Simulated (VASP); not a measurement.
Write the native input for VASP 6.6.1 that does the following.

```
Task                   : single point
Functional             : PBEsol
Potentials or basis    : VASP PAW PBE potentials, release 64 (Si, Mo_sv)
Cutoff                 : 520 eV
k mesh                 : 12 × 12 × 6
Occupations            : gaussian, width 0.1 eV
Spin                   : no spin polarisation
Dipole correction      : no
Further INCAR settings : ALGO = Normal; EDIFF = 1e-06; NBANDS = 31
```

The structure of Si2Mo lies in POSCAR:

```
Si2Mo
1.0
    3.1422191171      0.0000000000      0.0000000000
    0.0000000000      3.1422191171      0.0000000000
    0.0000000000      0.0000000000      7.8917764596
Si Mo
4 2
Direct
    0.0000000000      0.0000000000      0.3350596647
    0.5000000000      0.5000000000      0.1649403353
    0.5000000000      0.5000000000      0.8350596647
    0.0000000000      0.0000000000      0.6649403353
    0.0000000000      0.0000000000      0.0000000000
    0.5000000000      0.5000000000      0.5000000000
```

This cell differs from its parent crystal: biaxial strain in the a-b plane: -1.5 %.

One way to write it, as run:

INCAR

```
PREC     = Accurate       # precision mode
ENCUT    = 520            # plane-wave cutoff, eV
EDIFF    = 1E-6           # SCF threshold, eV
ISMEAR   = 0              # smearing method
SIGMA    = 0.1            # smearing width, eV
LREAL    = False          # projectors in reciprocal space
LASPH    = True           # aspherical terms in the spheres
NELM     = 80             # most SCF steps
ALGO     = Normal         # electronic algorithm
ISIF     = 2              # what is computed and relaxed
LWAVE    = False          # write WAVECAR
LCHARG   = False          # write CHGCAR
GGA      = PS             # functional
NBANDS   = 31             # bands
```

KPOINTS

```
Automatic mesh
0
Gamma
  12 12 6
```

Potentials or basis: VASP PAW PBE potentials, release 64 (Si, Mo_sv).

Command:

```bash
$ cat potpaw_PBE.64/Si/POTCAR potpaw_PBE.64/Mo_sv/POTCAR > POTCAR
$ mpirun -np 1 vasp_std > vasp.out
```

Results of the run:

- Pressure: 5.0 GPa
- Largest force: 0.017 eV/Å
- Band gap on the k mesh: zero (band 22 reaches 13.29 eV, above the bottom of band 23 at 12.40 eV)

Caveat: the cell differs from its parent crystal (biaxial strain in the a-b plane: -1.5 %); the PAW data sets were made with another functional, which shifts forces and pressure a little.

Run time: 120 s on 1 thread of AMD EPYC 9R45 96-Core Processor (Zen 5) (shared host), peak memory 0.29 GiB.
